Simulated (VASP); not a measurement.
Set up this calculation in VASP 6.6.1, as the native input.

```
Task                   : single point
Functional             : PBE
Dispersion             : D3(BJ)
Potentials or basis    : VASP PAW PBE potentials, release 64 (N, Hf_pv)
Cutoff                 : 520 eV
k mesh                 : 4 × 4 × 1
Occupations            : gaussian, width 0.1 eV
Spin                   : no spin polarisation
Dipole correction      : yes
Further INCAR settings : LREAL = Auto; ALGO = Normal; EDIFF = 1e-06; NBANDS = 108
```

The structure of HfN lies in POSCAR:

```
HfN
1.0
    6.3878118675      0.0000000000      0.0000000000
   -3.1939059338      5.5320073519      0.0000000000
    0.0000000000      0.0000000000     22.5195331868
N Hf
12 12
Direct
    0.1666666667      0.3333333333      0.3552471507
    0.1666666667      0.8333333333      0.3552471507
    0.6666666667      0.3333333333      0.3552471507
    0.6666666667      0.8333333333      0.3552471507
    0.5000000000      0.5000000000      0.4710494301
    0.5000000000      0.0000000000      0.4710494301
    0.0000000000      0.5000000000      0.4710494301
    0.0000000000      0.0000000000      0.4710494301
    0.8333333333      0.6666666667      0.5869117430
    0.8333333333      0.1666666667      0.5869117430
    0.3333333333      0.6666666667      0.5869117430
    0.3333333333      0.1666666667      0.5869117430
    0.3333333333      0.1666666667      0.4131482904
    0.3333333333      0.6666666667      0.4131482904
    0.8333333333      0.1666666667      0.4131482904
    0.8333333333      0.6666666667      0.4131482904
    0.6666666667      0.3333333333      0.5312809446
    0.6666666667      0.8333333333      0.5312809446
    0.1666666667      0.3333333333      0.5312809446
    0.1666666667      0.8333333333      0.5312809446
    0.0000000000      0.5000000000      0.6451670377
    0.0000000000      0.0000000000      0.6451670377
    0.5000000000      0.5000000000      0.6451670377
    0.5000000000      0.0000000000      0.6451670377
```

These files were run (other wordings do the same):

INCAR

```
  PREC = Accurate
  ENCUT = 520
  EDIFF = 1E-6
  ISMEAR = 0
  SIGMA = 0.1
  LREAL = Auto
  LASPH = T
  NELM = 80
  ALGO = Normal
  ISIF = 2
  LWAVE = F
  LCHARG = T
  LDIPOL = T
  IDIPOL = 3
  DIPOL = 0.5 0.5 0.500
  GGA = PE
  IVDW = 12
  LELF = T
  LVHAR = T
  LVACPOTAV = T
  NBANDS = 108
```

KPOINTS

```
regular mesh
0
Gamma
  4 4 1
```

Potentials or basis: VASP PAW PBE potentials, release 64 (N, Hf_pv).

The run is started by

```console
$ cat potpaw_PBE.64/N/POTCAR potpaw_PBE.64/Hf_pv/POTCAR > POTCAR
$ mpirun -np 1 vasp_std > vasp.out
```

Results of the run:

```
Largest force              : 6.368 eV/Å
Band gap on the k mesh     : zero (band 90 reaches -1.31 eV, above the bottom of band 91 at -1.72 eV)
Dispersion energy per atom : -0.264 eV
```

Caveat: spin-orbit coupling is left out, which moves the levels of the heavy elements.

Run time: 32 min on 1 thread of Intel(R) Xeon(R) Platinum 8488C (Sapphire Rapids), on a shared host, peak memory 0.87 GiB.
